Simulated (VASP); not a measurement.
Input of a VASP 6.6.1 run:

The input INCAR:

```
SYSTEM = BP
PREC = Accurate
ENCUT = 520
EDIFF = 1E-7
ISMEAR = 0
SIGMA = 0.01
LREAL = .False.
LASPH = .True.
NELM = 60
ALGO = Normal
ISIF = 2
LWAVE = .False.
LCHARG = .False.
GGA = PS
NBANDS = 11
```

File KPOINTS:

```
regular mesh
0
Gamma
  8 8 8
  0 0 0
```

The input POSCAR:

```
BP
1.0
    0.0000000000      2.2514830309      2.2514830309
    2.2514830309      0.0000000000      2.2514830309
    2.2514830309      2.2514830309      0.0000000000
B P
1 1
Direct
    0.0000000000      0.0000000000      0.0000000000
    0.7500000000      0.7500000000      0.7500000000
```

Potentials or basis: VASP PAW PBE potentials, release 64 (B, P).

Run with:

```bash
$ cat potpaw_PBE.64/B/POTCAR potpaw_PBE.64/P/POTCAR > POTCAR
$ mpirun -np 1 vasp_std > vasp.out
```

What does it give for the band gap on the k mesh?

1.14 eV, indirect (least direct gap 3.39 eV).

What does it give for the pressure?

2.1 GPa.

Caveat: the PAW data sets were made with another functional, which shifts forces and pressure a little. A k mesh can miss the band edges.
